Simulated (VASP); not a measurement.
Si3P4:

```xyz
14
Lattice="-3.9828 3.9828 3.9828 3.9828 -3.9828 3.9828 3.9828 3.9828 -3.9828" Properties=species:S:1:pos:R:3 pbc="T T T"
Si    2.9871    3.9828   -1.9914
Si   -1.9914    2.9871    3.9828
Si    0.9957    3.9828    1.9914
Si    1.9914    0.9957    3.9828
Si    3.9828   -1.9914    2.9871
Si    3.9828    1.9914    0.9957
P     2.2113    2.2113    2.2113
P     0.2199   -0.2199    3.7630
P     1.7716    5.7544   -1.7716
P     3.7630    0.2199   -0.2199
P    -1.7716    1.7716    5.7544
P     0.2199    0.2199    0.2199
P     5.7544   -1.7716    1.7716
P    -0.2199    3.7630    0.2199
```

The cell was built from a structure type or drawn by symmetry, and may not be a known phase.

- Program: VASP 6.6.1
- Task: relaxation of cell and atoms
- Functional: PBE
- Potentials or basis: VASP PAW PBE potentials, release 64 (Si, P)
- Cutoff: 600 eV
- k mesh: 4 × 4 × 4
- Occupations: gaussian, width 0.1 eV
- Spin: no spin polarisation

At the start: pressure 12.0 GPa; volume 18.05 Å³/atom.

Task: How do energy, volume and symmetry change on relaxing?

Result: Over 15 steps the energy falls by 144.3 meV/atom and the volume is 18.80 Å³/atom (+4.2 %); space group I-43d (No. 220, to 0.1 Å) before and after.

Step by step:
```csv
step,energy change (eV),largest force (eV/Å),pressure (GPa),volume (Å³)
1,0.0000,0.4359,11.97,252.71
2,-0.3801,0.2144,-6.58,305.33
3,-0.9427,0.2856,-0.23,280.21
4,-0.9427,0.2879,-0.05,279.64
5,-0.9727,0.3074,-0.04,279.42
6,-1.0732,0.3554,-0.06,278.76
7,-1.3058,0.4021,-0.18,277.45
8,-1.7615,0.2993,-0.86,274.84
9,-1.6630,0.5566,-4.41,269.67
10,-1.9509,0.0565,-1.84,272.85
11,-1.9607,0.0423,-2.24,272.24
12,-1.9913,0.0536,-1.65,269.21
13,-2.0141,0.0709,-0.52,263.66
14,-2.0170,0.0515,-0.37,263.52
15,-2.0200,0.0130,-0.07,263.23
```

Final structure:
```xyz
14
Lattice="-4.0373 4.0373 4.0373 4.0373 -4.0373 4.0373 4.0373 4.0373 -4.0373" Properties=species:S:1:pos:R:3 pbc="T T T"
Si    3.0280    4.0373   -2.0186
Si   -2.0186    3.0280    4.0373
Si    1.0093    4.0373    2.0186
Si    2.0186    1.0093    4.0373
Si    4.0373   -2.0186    3.0280
Si    4.0373    2.0186    1.0093
P     1.9745    1.9745    1.9745
P    -0.0441    0.0441    4.0814
P    -1.9745    2.0627    1.9745
P     4.0814   -0.0441    0.0441
P     1.9745   -1.9745    2.0627
P     3.9932    3.9932    3.9932
P     2.0627    1.9745   -1.9745
P     0.0441    4.0814   -0.0441
```
